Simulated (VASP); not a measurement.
A run of VASP 6.6.1 is set up as follows.

Contents of INCAR:

```
SYSTEM = SrTiO3
PREC = Accurate
ENCUT = 600
EDIFF = 1E-7
ISMEAR = -1
SIGMA = 0.02
LREAL = .False.
LASPH = .True.
NELM = 60
ALGO = Normal
ISIF = 3
LWAVE = .False.
LCHARG = .False.
GGA = PS
IBRION = 2
NSW = 80
EDIFFG = -0.005
```

KPOINTS

```
Automatic mesh
0
Gamma
  6 6 6
  0 0 0
```

The input POSCAR:

```
SrTiO3
1.0
    3.9364351398      0.0000000000      0.0000000000
    0.0000000000      3.9364351398      0.0000000000
    0.0000000000      0.0000000000      3.9364351398
Sr Ti O
1 1 3
Direct
    0.0000000000      0.0000000000      0.0000000000
    0.5000000000      0.5000000000      0.5000000000
    0.5000000000      0.0000000000      0.5000000000
    0.5000000000      0.5000000000      0.0000000000
    0.0000000000      0.5000000000      0.5000000000
```

Potentials or basis: VASP PAW PBE potentials, release 64 (Sr_sv, Ti_sv, O).

Launch:

```sh
$ cat potpaw_PBE.64/Sr_sv/POTCAR potpaw_PBE.64/Ti_sv/POTCAR potpaw_PBE.64/O/POTCAR > POTCAR
$ mpirun -np 1 vasp_std > vasp.out
```

(1) Predict the space group after relaxing (to 0.05 Å).

(2) Predict the relaxed volume.

Answers

(1) Pm-3m (No. 221).

(2) 11.82 Å³/atom.

Caveat: the PAW data sets were made with another functional, which shifts forces and pressure a little.
